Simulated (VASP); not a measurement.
A run of VASP 6.6.1 is set up as follows.

File INCAR:

```
SYSTEM = ZrSn3O8
PREC = Accurate ; ENCUT = 520
EDIFF = 1E-6 ; ISMEAR = -1
SIGMA = 0.02 ; LREAL = .FALSE.
LASPH = .TRUE. ; NELM = 80
ALGO = Normal ; ISIF = 2
LWAVE = .FALSE. ; LCHARG = .TRUE.
GGA = PS ; LELF = .TRUE.
LVHAR = .TRUE. ; NBANDS = 63
```

Contents of KPOINTS:

```
regular mesh
0
G
  6 4 4
  0 0 0
```

The input POSCAR:

```
ZrSn3O8
1.0
    3.5173374822      0.0000000000      0.0000000000
    0.0000000000      7.2421196635      0.0000000000
    0.0000000000      0.0000000000      5.3672030247
Zr Sn O
1 3 8
Direct
    0.5000000000      0.0000000000      0.5029582022
    0.0000000000      0.7510363494      0.0054931444
    0.5000000000      0.5000000000      0.4896338573
    0.0000000000      0.2489636506      0.0054931444
    0.5000000000      0.7483002428      0.3165881609
    0.0000000000      0.0000000000      0.1888169122
    0.0000000000      0.0000000000      0.6836196490
    0.5000000000      0.7582660435      0.8153060186
    0.5000000000      0.2516997572      0.3165881609
    0.0000000000      0.5000000000      0.1791702237
    0.0000000000      0.5000000000      0.6810265075
    0.5000000000      0.2417339565      0.8153060186
```

Potentials or basis: VASP PAW PBE potentials, release 64 (Zr_sv, Sn_d, O).

Run with:

```sh
$ cat potpaw_PBE.64/Zr_sv/POTCAR potpaw_PBE.64/Sn_d/POTCAR potpaw_PBE.64/O/POTCAR > POTCAR
$ mpirun -np 1 vasp_std > vasp.out
```

**Question.** Predict the band gap on the k mesh.

**Answer.** 1.67 eV (least direct gap 1.72 eV).

**Question.** Predict the largest force.

**Answer.** 0.047 eV/Å.

**Question.** Predict the pressure.

**Answer.** 0.5 GPa.

Stress tensor (GPa, compression positive):
```
0.69 0.00 0.00
0.00 0.57 0.00
0.00 0.00 0.31
```

Caveat: the PAW data sets were made with another functional, which shifts forces and pressure a little; spin-orbit coupling is left out, which moves the levels of the heavy elements. A k mesh can miss the band edges.
